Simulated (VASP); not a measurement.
Input of a VASP 6.6.1 run:

File POSCAR:

```
SiC
1.0
    3.0775550330      0.0000000000      0.0000000000
   -1.5387775165      2.6652408402      0.0000000000
    0.0000000000      0.0000000000      9.7744211025
Si C
4 4
Direct
    0.0000000000      0.0000000000     -0.0011227696
    0.3333333333      0.6666666667      0.2491302633
    0.0000000000      0.0000000000      0.4988772304
    0.6666666667      0.3333333333      0.7491302633
    0.0000000000      0.0000000000      0.1881064928
    0.3333333333      0.6666666667      0.4388860135
    0.0000000000      0.0000000000      0.6881064928
    0.6666666667      0.3333333333      0.9388860135
```

File INCAR.step1:

```
SYSTEM = SiC
PREC = Accurate
ENCUT = 520
ISMEAR = 0
SIGMA = 0.01
LREAL = .FALSE.
LASPH = .TRUE.
NELM = 100
NBANDS = 26
GGA = PE
ALGO = Normal
EDIFF = 1E-4
LWAVE = .TRUE.
LCHARG = .FALSE.
```

The input INCAR.step2:

```
SYSTEM = SiC
PREC = Accurate
ENCUT = 520
EDIFF = 1E-6
ISMEAR = 0
SIGMA = 0.01
LREAL = .FALSE.
LASPH = .TRUE.
NELM = 100
ALGO = Normal
ISIF = 2
LWAVE = .FALSE.
LCHARG = .FALSE.
METAGGA = R2SCAN
LMIXTAU = .TRUE.
NBANDS = 26
ISTART = 1
```

Contents of KPOINTS:

```
Automatic mesh
0
G
  12 12 4
  0 0 0
```

Potentials or basis: VASP PAW PBE potentials, release 64 (Si, C).

The run is started by

```bash
$ cat potpaw_PBE.64/Si/POTCAR potpaw_PBE.64/C/POTCAR > POTCAR
$ cp INCAR.step1 INCAR
$ mpirun -np 1 vasp_std > vasp.out
$ cp INCAR.step2 INCAR
$ mpirun -np 1 vasp_std > vasp.out
```

Q: Predict the band gap on the k mesh.

A: 2.48 eV (least direct gap 3.83 eV).

Q: Estimate the pressure.

A: 7.2 GPa.

Q: Estimate the largest force.

A: 0.003 eV/Å.

Forces in eV/Å, atoms in the order of the input:
```
Si   0.000  0.000  0.003
Si   0.000  0.000  0.001
Si   0.000  0.000  0.003
Si   0.000  0.000  0.001
C    0.000  0.000 -0.001
C    0.000  0.000 -0.003
C    0.000  0.000 -0.001
C    0.000  0.000 -0.003
```

Caveat: the cell differs from its parent crystal (uniaxial z strain -3.0%); the cell stands under pressure; the PAW data sets were made with another functional, which shifts forces and pressure a little. A k mesh can miss the band edges.
